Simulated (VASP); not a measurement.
The system is TmTaSe4.

```
Tm Ta Se
1.0
     4.56874    0.00000    0.00000
     0.00000    4.56874    0.00000
     0.00000    0.00000    6.46763
Tm Ta Se
1 1 4
Direct
  0.00000 0.00000 0.00000
  0.50000 0.50000 0.50000
  0.50000 0.00000 0.74647
  0.00000 0.50000 0.25353
  0.50000 0.00000 0.25353
  0.00000 0.50000 0.74647
```

The cell was built from a structure type or drawn by symmetry, and may not be a known phase.

Base run:

- Program: VASP 6.6.1
- Functional: PBE
- Potentials or basis: VASP PAW PBE potentials, release 64 (Tm_3, Ta_pv, Se), 4f in core
- Cutoff: 500 eV
- k mesh: 4 × 4 × 4
- Occupations: gaussian, width 0.1 eV
- Spin: no spin polarisation

Its results: pressure 4.8 GPa; largest force 0.962 eV/Å.

**Question.** The run is repeated on the same cell with these changes: spin from no spin polarisation to collinear spin; further incar settings from ALGO = Normal; EDIFF = 1e-06; NBANDS = 31 to ALGO = Normal; EDIFF = 1e-06; NBANDS = 35. What comes out?

**Answer.** Pressure 4.9 GPa; net moment 0.43 μB per cell; site moments Tm +0.00; Ta +0.36; Se -0.02 μB; largest force 0.955 eV/Å.

Caveats: the cell stands under pressure; the magnetic or orbital state may not be the lowest (at least some runs).
